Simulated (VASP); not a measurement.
# Na (Im-3m) in VASP: notebook

Na is run at these levels: r2SCAN; tasks: single point.

Program: VASP 6.6.1. These are calculated values, not measurements. Logs are shortened: lines on timing, memory, paths and dates and some standing lists are left out, and cuts for length are marked.

### 1 The cell of the first run

Symmetry: Im-3m, No. 229, cubic system. Conventional cell: a = 4.282 Å, b = 4.282 Å, c = 4.282 Å, α = 90.00°, β = 90.00°, γ = 90.00°. Within 4.9 Å of Na (site symmetry m-3m) lie 14 Na at 3.71 to 4.28 Å.

### 2 Single point, r2SCAN

Input file POSCAR:

```
Na
1.0
   -2.1410000000      2.1410000000      2.1410000000
    2.1410000000     -2.1410000000      2.1410000000
    2.1410000000      2.1410000000     -2.1410000000
Na
1
Direct
    0.0000000000      0.0000000000      0.0000000000
```

Input file INCAR.step1:

```
SYSTEM = Na
PREC     = Accurate       ! precision mode
ENCUT    = 520            ! plane-wave cutoff, eV
ISMEAR   = 0              ! smearing method
SIGMA    = 0.1            ! smearing width, eV
LREAL    = .FALSE.        ! projectors in reciprocal space
LASPH    = .TRUE.         ! aspherical terms in the spheres
NELM     = 100            ! most SCF steps
NBANDS   = 10             ! bands
GGA      = PE             ! functional
ALGO     = Normal         ! electronic algorithm
EDIFF    = 1E-4           ! SCF threshold, eV
LWAVE    = .TRUE.         ! write WAVECAR
LCHARG   = .FALSE.        ! write CHGCAR
```

Input file INCAR.step2:

```
SYSTEM = Na
PREC     = Accurate       ! precision mode
ENCUT    = 520            ! plane-wave cutoff, eV
EDIFF    = 1E-6           ! SCF threshold, eV
ISMEAR   = 0              ! smearing method
SIGMA    = 0.1            ! smearing width, eV
LREAL    = .FALSE.        ! projectors in reciprocal space
LASPH    = .TRUE.         ! aspherical terms in the spheres
NELM     = 100            ! most SCF steps
ALGO     = Normal         ! electronic algorithm
ISIF     = 2              ! what is computed and relaxed
LWAVE    = .FALSE.        ! write WAVECAR
LCHARG   = .FALSE.        ! write CHGCAR
METAGGA  = R2SCAN         ! meta-GGA
LMIXTAU  = .TRUE.       
NBANDS   = 10             ! bands
ISTART   = 1
```

Input file KPOINTS:

```
regular mesh
0
G
  6 6 6
  0 0 0
```

Potentials or basis: VASP PAW PBE potentials, release 64 (Na_pv).

Command:

```
> cat potpaw_PBE.64/Na_pv/POTCAR > POTCAR
> cp INCAR.step1 INCAR
> mpirun -np 1 vasp_std > vasp.out
> cp INCAR.step2 INCAR
> mpirun -np 1 vasp_std > vasp.out
```

OUTCAR:

```text
SYSTEM = Na
   PREC = Accurate
   ENCUT = 520
   EDIFF = 1E-6
   ISMEAR = 0
   LREAL = .FALSE.
   LASPH = .TRUE.
   NELM = 100
   ISIF = 2
   METAGGA = R2SCAN
   ISTART = 1

 ion  position               nearest neighbor table
   1  0.000  0.000  0.000-

  LATTYP: Found a body centered cubic cell.
 ALAT       =     4.2820000000

  Lattice vectors:

 A1 = (  -2.1410000000,   2.1410000000,   2.1410000000)
 A2 = (   2.1410000000,  -2.1410000000,   2.1410000000)
 A3 = (   2.1410000000,   2.1410000000,  -2.1410000000)

Analysis of symmetry for initial positions (statically):
=====================================================================
 Subroutine PRICEL returns:
 Original cell was already a primitive cell.

 Routine SETGRP: Setting up the symmetry group for a
 body centered cubic supercell.

 Subroutine GETGRP returns: Found 48 space group operations
 (whereof 48 operations were pure point group operations)
 out of a pool of 48 trial point group operations.

The static configuration has the point symmetry O_h .

Analysis of symmetry for dynamics (positions and initial velocities):
=====================================================================
 Subroutine PRICEL returns:
 Original cell was already a primitive cell.

 Routine SETGRP: Setting up the symmetry group for a
 body centered cubic supercell.

 Subroutine GETGRP returns: Found 48 space group operations
 (whereof 48 operations were pure point group operations)
 out of a pool of 48 trial point group operations.

The dynamic configuration has the point symmetry O_h .

 Subroutine INISYM returns: Found 48 space group operations
 (whereof 48 operations are pure point group operations),
 and found     1 'primitive' translations

----------------------------------------------------------------------------------------

                                     Primitive cell

  volume of cell :      39.2564

  direct lattice vectors                    reciprocal lattice vectors
    -2.141000000  2.141000000  2.141000000     0.000000000  0.233535731  0.233535731
     2.141000000 -2.141000000  2.141000000     0.233535731  0.000000000  0.233535731
     2.141000000  2.141000000 -2.141000000     0.233535731  0.233535731  0.000000000

  length of vectors
     3.708320779  3.708320779  3.708320779     0.330269398  0.330269398  0.330269398

  position of ions in fractional coordinates (direct lattice)
     0.000000000  0.000000000  0.000000000

  ion indices of the primitive-cell ions
[... 70 lines left out ...]
   NFREE  =      0    steps in history (QN), initial steepest desc. (CG)
   ISIF   =      2    stress and relaxation
   ISYM   =      2    0-nonsym 1-usesym 2-fastsym
   POTIM  = 0.5000    time-step for ionic-motion
   TEBEG  =    0.0;   TEEND  =   0.0 temperature during run
   PSTRESS=    0.0 pullay stress
   NELECT =       7.0000    total number of electrons
   NUPDOWN=      -1.0000    fix difference up-down
   EMIN   =  10.00;   EMAX   =-10.00  energy-range for DOS
   EFERMI =   0.00;   METHOD = LEGACY
   ISMEAR =     0;   SIGMA  =   0.10  broadening in eV -4-tet -1-fermi 0-gaus
   EFERMI_NEDOS =   21; number of points for ismear=-14 and -15
   IALGO  =     38    algorithm
   IMIX   =      4    mixing-type and parameters
     AMIX     =   0.40;   BMIX     =  1.00
     AMIX_MAG =   1.60;   BMIX_MAG =  1.00
  volume/ion in A,a.u.               =      39.26       264.91
  Fermi-wavevector in a.u.,A,eV,Ry     =   0.921448  1.741284 11.552251  0.849066
  Thomas-Fermi vector in A             =   2.046866
   LORBIT       =      0    0 simple, 1 ext, 2 COOP (PROOUT), +10 PAW based schemes
   METAGGA = R2SCAN    functional components
   LHFCALC =     F    Hartree Fock is set to
   AEXX    =    0.0000 exact exchange contribution
   IVDW    =     0    specifies the selected vdW correction
   LEPSILON=     F    determine dielectric tensor
   LRPA    =     F    only Hartree local field effects (RPA)
 non-spin polarized calculation
 Gauss-broadening in eV      SIGMA  =   0.10
  energy-cutoff  :      520.00
  volume of cell :       39.26
 maximum number of plane-waves:      1075
   NGX = 13   NGY = 13   NGZ = 13

 number of electron       7.0000011 magnetization

 Free energy of the ion-electron system (eV)
  ---------------------------------------------------
  ext. energy  EPLUGINS =         0.00000000
  ---------------------------------------------------
  free energy    TOTEN  =        -3.52124570 eV

  energy without entropy =       -3.50886233  energy(sigma->0) =       -3.51505401

 E-fermi :   0.2189     XC(G=0):  -6.7591

 val. band max:       -0.2390761307   @ k =   0.1667   0.1667   0.1667
 cond. band min:       0.2299902676   @ k =   0.3333   0.1667   0.0000
 fundamental gap:      0.4690663983
 Fermi energy:         0.2188667223

 k-point     1 :       0.0000    0.0000    0.0000
  band No.  band energies     occupation
      1     -25.8731      2.00000
      2     -25.8731      2.00000
      3     -25.8730      2.00000
      4      -3.1792      2.00000
      5      12.2469      0.00000
      6      12.2469      0.00000
      7      12.2472      0.00000
      8      13.4226      0.00000
      9      13.4226      0.00000
     10      14.0142      0.00000
[... 183 lines left out ...]
 k-point    16 :       0.5000    0.5000    0.5000
  band No.  band energies     occupation
      1     -25.8944      2.00000
      2     -25.8944      2.00000
      3     -25.8943      2.00000
      4       4.8021      0.00000
      5       4.8021      0.00000
      6       5.2926      0.00000
      7       5.2926      0.00000
      8       5.2930      0.00000
      9       8.6309      0.00000
     10      20.1848      0.00000

------------------------ aborting loop because EDIFF is reached ----------------------------------------

  FORCE on cell =-STRESS in cart. coord.  units (eV):
  Direction    XX          YY          ZZ          XY          YZ          ZX
  --------------------------------------------------------------------------------------
  -------------------------------------------------------------------------------------
  Total       -0.0593915     -0.0593915     -0.0593915     -0.0000000     -0.0000000     -0.0000000
  in kB       -2.4239549     -2.4239549     -2.4239549     -0.0000000     -0.0000000     -0.0000000
  external PRESSURE =      -2.4239549 kB  Pullay stress =       0.0000000 kB

 VOLUME and BASIS-vectors are now :
 -----------------------------------------------------------------------------
  energy-cutoff  :      520.00
  volume of cell :       39.26
      direct lattice vectors                 reciprocal lattice vectors
    -2.141000000  2.141000000  2.141000000     0.000000000  0.233535731  0.233535731
     2.141000000 -2.141000000  2.141000000     0.233535731  0.000000000  0.233535731
     2.141000000  2.141000000 -2.141000000     0.233535731  0.233535731  0.000000000

 POSITION                                       TOTAL-FORCE (eV/Angst)
 -----------------------------------------------------------------------------------
      0.00000      0.00000      0.00000         0.000000     -0.000000      0.000000
 -----------------------------------------------------------------------------------
    total drift:                               -0.000000     -0.000000     -0.000000

  FREE ENERGIE OF THE ION-ELECTRON SYSTEM (eV)
  ---------------------------------------------------
  free  energy   TOTEN  =        -3.5212456976 eV

  energy  without entropy=       -3.5088623267  energy(sigma->0) =       -3.51505401
```

It took 26 s on 1 thread of Intel Xeon 8259CL, shared host; peak memory 0.15 GiB.

What came out:

```
Free energy            : -3.5212 eV
Pressure               : -0.2 GPa
Band gap on the k mesh : zero (an odd number of electrons rules out a gap without spin polarisation)
```

Caveat: the PAW data sets were made with another functional, which shifts forces and pressure a little.

### 3 Single point, r2SCAN (35.36 Å³/atom)

This run uses another cell than the first one, of 35.36 Å³/atom.

Input file POSCAR:

```
Na
1.0
   -2.0676041995      2.0676041995      2.0676041995
    2.0676041995     -2.0676041995      2.0676041995
    2.0676041995      2.0676041995     -2.0676041995
Na
1
Direct
    0.0000000000      0.0000000000      0.0000000000
```

Input file INCAR.step1:

```
SYSTEM = Na
PREC = Accurate ; ENCUT = 520
ISMEAR = 0 ; SIGMA = 0.1
LREAL = .FALSE. ; LASPH = .TRUE.
NELM = 60 ; NBANDS = 10
GGA = PE ; ALGO = Normal
EDIFF = 1E-4 ; LWAVE = .TRUE.
LCHARG = .FALSE.
```

Input file INCAR.step2:

```
SYSTEM = Na
PREC = Accurate ; ENCUT = 520
EDIFF = 1E-7 ; ISMEAR = 0
SIGMA = 0.1 ; LREAL = .FALSE.
LASPH = .TRUE. ; NELM = 60
ALGO = Normal ; ISIF = 2
LWAVE = .FALSE. ; LCHARG = .FALSE.
METAGGA = R2SCAN ; LMIXTAU = .TRUE.
NBANDS = 10 ; ISTART = 1
```

Input file KPOINTS:

```
Automatic mesh
0
G
  14 14 14
  0 0 0
```

Potentials or basis: VASP PAW PBE potentials, release 64 (Na_pv).

Command:

```
> cat potpaw_PBE.64/Na_pv/POTCAR > POTCAR
> cp INCAR.step1 INCAR
> mpirun -np 1 vasp_std > vasp.out
> cp INCAR.step2 INCAR
> mpirun -np 1 vasp_std > vasp.out
```

OUTCAR:

```text
SYSTEM = Na
   PREC = Accurate
   ENCUT = 520
   EDIFF = 1E-7
   ISMEAR = 0
   LREAL = .FALSE.
   LASPH = .TRUE.
   NELM = 60
   ISIF = 2
   METAGGA = R2SCAN
   ISTART = 1

 ion  position               nearest neighbor table
   1  0.000  0.000  0.000-

  LATTYP: Found a body centered cubic cell.
 ALAT       =     4.1352083990

  Lattice vectors:

 A1 = (  -2.0676041995,   2.0676041995,   2.0676041995)
 A2 = (   2.0676041995,  -2.0676041995,   2.0676041995)
 A3 = (   2.0676041995,   2.0676041995,  -2.0676041995)

Analysis of symmetry for initial positions (statically):
=====================================================================
 Subroutine PRICEL returns:
 Original cell was already a primitive cell.

 Routine SETGRP: Setting up the symmetry group for a
 body centered cubic supercell.

 Subroutine GETGRP returns: Found 48 space group operations
 (whereof 48 operations were pure point group operations)
 out of a pool of 48 trial point group operations.

The static configuration has the point symmetry O_h .

Analysis of symmetry for dynamics (positions and initial velocities):
=====================================================================
 Subroutine PRICEL returns:
 Original cell was already a primitive cell.

 Routine SETGRP: Setting up the symmetry group for a
 body centered cubic supercell.

 Subroutine GETGRP returns: Found 48 space group operations
 (whereof 48 operations were pure point group operations)
 out of a pool of 48 trial point group operations.

The dynamic configuration has the point symmetry O_h .

 Subroutine INISYM returns: Found 48 space group operations
 (whereof 48 operations are pure point group operations),
 and found     1 'primitive' translations

----------------------------------------------------------------------------------------

                                     Primitive cell

  volume of cell :      35.3559

  direct lattice vectors                    reciprocal lattice vectors
    -2.067604199  2.067604199  2.067604199     0.000000000  0.241825781  0.241825781
     2.067604199 -2.067604199  2.067604199     0.241825781  0.000000000  0.241825781
     2.067604199  2.067604199 -2.067604199     0.241825781  0.241825781  0.000000000

  length of vectors
     3.581195523  3.581195523  3.581195523     0.341993299  0.341993299  0.341993299

  position of ions in fractional coordinates (direct lattice)
     0.000000000  0.000000000  0.000000000

  ion indices of the primitive-cell ions
   primitive index   ion index
                 1           1

----------------------------------------------------------------------------------------

 KPOINTS: Automatic mesh

Automatic generation of k-mesh.
 Grid dimensions read from file:
 generate k-points for:   14   14   14

 Generating k-lattice:

  Cartesian coordinates                     Fractional coordinates (reciprocal lattice)
     0.000000000  0.017273270  0.017273270     0.071428571  0.000000000  0.000000000
     0.017273270  0.000000000  0.017273270     0.000000000  0.071428571  0.000000000
     0.017273270  0.017273270  0.000000000     0.000000000  0.000000000  0.071428571

  Length of vectors
     0.024428093  0.024428093  0.024428093

  Shift w.r.t. Gamma in fractional coordinates (k-lattice)
     0.000000000  0.000000000  0.000000000

 Subroutine IBZKPT returns following result:
 ===========================================

 Found    104 irreducible k-points:

 Following reciprocal coordinates:
            Coordinates               Weight
  0.000000  0.000000  0.000000      1.000000
  0.071429  0.000000  0.000000     12.000000
  0.142857  0.000000  0.000000     12.000000
  0.214286  0.000000  0.000000     12.000000
  0.285714  0.000000  0.000000     12.000000
  0.357143  0.000000  0.000000     12.000000
[... 16 lines left out ...]
  0.285714  0.285714  0.000000     24.000000
  0.357143  0.285714 -0.000000     24.000000
 [... further k-points ...]
   k-points           NKPTS =    104   k-points in BZ     NKDIM =    104   number of bands    NBANDS=     10
   number of dos      NEDOS =    301   number of ions     NIONS =      1
   total plane-waves  NPLWV =  21952
   dimension x,y,z NGX =    28 NGY =   28 NGZ =   28
   dimension x,y,z NGXF=    56 NGYF=   56 NGZF=   56
   ions per type =               1
   NGX,Y,Z   is equivalent  to a cutoff of  13.00, 13.00, 13.00 a.u.
   NGXF,Y,Z  is equivalent  to a cutoff of  26.00, 26.00, 26.00 a.u.
 SYSTEM =  Na
   PREC   = accura    normal or accurate (medium, high low for compatibility)
   ISTART =      1    job   : 0-new  1-cont  2-samecut
   ICHARG =      0    charge: 1-file 2-atom 10-const
   ISPIN  =      1    spin polarized calculation?
   LNONCOLLINEAR =      F non collinear calculations
   LSORBIT =      F    spin-orbit coupling
   LASPH  =      T    aspherical Exc in radial PAW
   ENCUT  =  520.0 eV  38.22 Ry    6.18 a.u.   6.66  6.66  6.66*2*pi/ulx,y,z
   NELM   =     60;   NELMIN=  2; NELMDL=  0     # of ELM steps
   EDIFF  = 0.1E-06   stopping-criterion for ELM
   LREAL  =      F    real-space projection
   EDIFFG = 0.1E-05   stopping-criterion for IOM
   NSW    =      0    number of steps for IOM
   IBRION =     -1    ionic relax: 0-MD 1-quasi-New 2-CG
   NFREE  =      0    steps in history (QN), initial steepest desc. (CG)
   ISIF   =      2    stress and relaxation
   ISYM   =      2    0-nonsym 1-usesym 2-fastsym
   POTIM  = 0.5000    time-step for ionic-motion
   TEBEG  =    0.0;   TEEND  =   0.0 temperature during run
   PSTRESS=    0.0 pullay stress
   NELECT =       7.0000    total number of electrons
   NUPDOWN=      -1.0000    fix difference up-down
   EMIN   =  10.00;   EMAX   =-10.00  energy-range for DOS
   EFERMI =   0.00;   METHOD = LEGACY
   ISMEAR =     0;   SIGMA  =   0.10  broadening in eV -4-tet -1-fermi 0-gaus
   EFERMI_NEDOS =   21; number of points for ismear=-14 and -15
   IALGO  =     38    algorithm
   IMIX   =      4    mixing-type and parameters
     AMIX     =   0.40;   BMIX     =  1.00
     AMIX_MAG =   1.60;   BMIX_MAG =  1.00
  volume/ion in A,a.u.               =      35.36       238.59
  Fermi-wavevector in a.u.,A,eV,Ry     =   0.954158  1.803096 12.386971  0.910417
  Thomas-Fermi vector in A             =   2.082879
   LORBIT       =      0    0 simple, 1 ext, 2 COOP (PROOUT), +10 PAW based schemes
   METAGGA = R2SCAN    functional components
   LHFCALC =     F    Hartree Fock is set to
   AEXX    =    0.0000 exact exchange contribution
   IVDW    =     0    specifies the selected vdW correction
   LEPSILON=     F    determine dielectric tensor
   LRPA    =     F    only Hartree local field effects (RPA)
 non-spin polarized calculation
 Gauss-broadening in eV      SIGMA  =   0.10
  energy-cutoff  :      520.00
  volume of cell :       35.36
 maximum number of plane-waves:       976
   NGX = 13   NGY = 13   NGZ = 13

 number of electron       6.9999987 magnetization

 Free energy of the ion-electron system (eV)
  ---------------------------------------------------
  ext. energy  EPLUGINS =         0.00000000
  ---------------------------------------------------
  free energy    TOTEN  =        -3.55051949 eV

  energy without entropy =       -3.54758746  energy(sigma->0) =       -3.54905348

 E-fermi :   0.4580     XC(G=0):  -7.0542

 val. band max:        0.4323299265   @ k =  -0.3571   0.4286   0.1429
 cond. band min:       0.5145063882   @ k =   0.3571   0.0714   0.0714
 fundamental gap:      0.0821764617
 Fermi energy:         0.4579817027

 k-point     1 :       0.0000    0.0000    0.0000
  band No.  band energies     occupation
      1     -25.4855      2.00000
      2     -25.4855      2.00000
      3     -25.4853      2.00000
      4      -3.1048      2.00000
      5      13.2157      0.00000
      6      13.2164      0.00000
      7      13.2164      0.00000
      8      14.4595      0.00000
      9      14.4595      0.00000
     10      15.0900      0.00000
[... 287 lines left out ...]
 k-point    24 :       0.3571    0.2857   -0.0000
  band No.  band energies     occupation
      1     -25.5178      2.00000
      2     -25.5113      2.00000
      3     -25.4907      2.00000
      4       2.2830      0.00000
      5       2.8234      0.00000
      6       4.4213      0.00000
      7       9.5137      0.00000
      8      13.9687      0.00000
      9      14.9306      0.00000
     10      16.4655      0.00000

 [... further k-points ...]

------------------------ aborting loop because EDIFF is reached ----------------------------------------

  FORCE on cell =-STRESS in cart. coord.  units (eV):
  Direction    XX          YY          ZZ          XY          YZ          ZX
  --------------------------------------------------------------------------------------
  -------------------------------------------------------------------------------------
  Total        0.1219883      0.1219883      0.1219883     -0.0000000     -0.0000000     -0.0000000
  in kB        5.5279832      5.5279832      5.5279832     -0.0000000     -0.0000000     -0.0000000
  external PRESSURE =       5.5279832 kB  Pullay stress =       0.0000000 kB

 VOLUME and BASIS-vectors are now :
 -----------------------------------------------------------------------------
  energy-cutoff  :      520.00
  volume of cell :       35.36
      direct lattice vectors                 reciprocal lattice vectors
    -2.067604199  2.067604199  2.067604199     0.000000000  0.241825781  0.241825781
     2.067604199 -2.067604199  2.067604199     0.241825781  0.000000000  0.241825781
     2.067604199  2.067604199 -2.067604199     0.241825781  0.241825781  0.000000000

 POSITION                                       TOTAL-FORCE (eV/Angst)
 -----------------------------------------------------------------------------------
      0.00000      0.00000      0.00000         0.000000      0.000000      0.000000
 -----------------------------------------------------------------------------------
    total drift:                               -0.000000     -0.000000     -0.000000

  FREE ENERGIE OF THE ION-ELECTRON SYSTEM (eV)
  ---------------------------------------------------
  free  energy   TOTEN  =        -3.5505194878 eV

  energy  without entropy=       -3.5475874626  energy(sigma->0) =       -3.54905348
```

Wall time 3.5 min (1 thread of Intel Xeon 8259CL, shared host); peak memory 0.17 GiB.

What came out:

```yaml
Free_energy: -3.5505 eV
Pressure: 0.6 GPa
Band_gap_on_the_k_mesh: zero (an odd number of electrons rules out a gap without spin polarisation)
```

Caveat: the PAW data sets were made with another functional, which shifts forces and pressure a little.

(Part 1 of 2 ends here.)

The gap in the log of VASP goes by the Fermi energy; the results here count the filled bands.